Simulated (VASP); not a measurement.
Write the native input for VASP 6.6.1 that does the following.

```yaml
Task: single point
Functional: LDA
Potentials_or_basis: VASP PAW LDA potentials, release 64 (Ca_sv, Mg)
Cutoff: 520 eV
k_mesh: 12 × 12 × 12
Occupations: gaussian, width 0.15 eV
Spin: no spin polarisation
Dipole_correction: no
Further_INCAR_settings: ALGO = Fast; EDIFF = 1e-07; NBANDS = 13
```

The structure of CaMg lies in POSCAR:

```
CaMg
1.0
    3.7618148612      0.0000000000      0.0000000000
    0.0000000000      3.7618148612      0.0000000000
    0.0000000000      0.0000000000      3.7618148612
Ca Mg
1 1
Direct
    0.0042752911      0.0000000000      0.0000000000
    0.4929502113      0.5000000000      0.5000000000
```

This cell differs from its parent crystal: atoms displaced along a vibrational mode, the cell strained.

These files were run (other wordings do the same):

INCAR

```
PREC     = Accurate       # precision mode
ENCUT    = 520            # plane-wave cutoff, eV
EDIFF    = 1E-7           # SCF threshold, eV
ISMEAR   = 0              # smearing method
SIGMA    = 0.15           # smearing width, eV
LREAL    = F              # projectors in reciprocal space
LASPH    = T              # aspherical terms in the spheres
NELM     = 100            # most SCF steps
ALGO     = Fast           # electronic algorithm
ISIF     = 2              # what is computed and relaxed
LWAVE    = F              # write WAVECAR
LCHARG   = F              # write CHGCAR
NBANDS   = 13             # bands
```

KPOINTS

```
regular mesh
0
Gamma
  12 12 12
```

Potentials or basis: VASP PAW LDA potentials, release 64 (Ca_sv, Mg).

Launch:

```bash
$ cat potpaw_LDA.64/Ca_sv/POTCAR potpaw_LDA.64/Mg/POTCAR > POTCAR
$ mpirun -np 1 vasp_std > vasp.out
```

It gave:

- Pressure: 2.4 GPa
- Largest force: 0.132 eV/Å
- Band gap on the k mesh: zero (bands 6 and 7 overlap by 1.35 eV)

Caveat: the cell differs from its parent crystal (atoms displaced along a vibrational mode, the cell strained).

It took 60 s on 1 thread of Intel(R) Xeon(R) 6975P-C (Granite Rapids), on a shared host, peak memory 0.26 GiB.
